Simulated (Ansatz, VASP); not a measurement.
## RbBr in VASP and in Ansatz

```
Rb Br
1.0
     4.12793    0.00000    0.00000
     0.00000    4.12793    0.00000
     0.00000    0.00000    4.09325
Rb Br
1 1
Cartesian
  0.0000 0.0000 0.0000
  2.0640 2.0640 2.0466
```

Change from the starting cell: uniaxial_z strain -0.8%.

Alike in both runs: task single point; functional r2SCAN; k mesh 6 × 6 × 6; no spin polarisation.

```csv
,VASP,Ansatz
version,VASP 6.6.1,Ansatz 0.2.0
potentials or method,"VASP PAW PBE potentials, release 64 (Rb_sv, Br)","plane waves, PAW"
plane-wave cutoff (eV),550,500
occupations,"gaussian, width 0.01 eV",fixed
valence electrons in the cell,16,16
```

|  | VASP | Ansatz | Ansatz less VASP |
| --- | --- | --- | --- |
| gap on the k mesh at the Fermi level (eV) | 4.83 | 4.83 | -0.003 |
| pressure (GPa) | 0.2 | 0.1 | -0.03 |
| traceless stress, the component that is largest in VASP (GPa) | 0.17 | 0.17 | 0.000 |

VASP's potentials were made for PBE, not for r2SCAN.
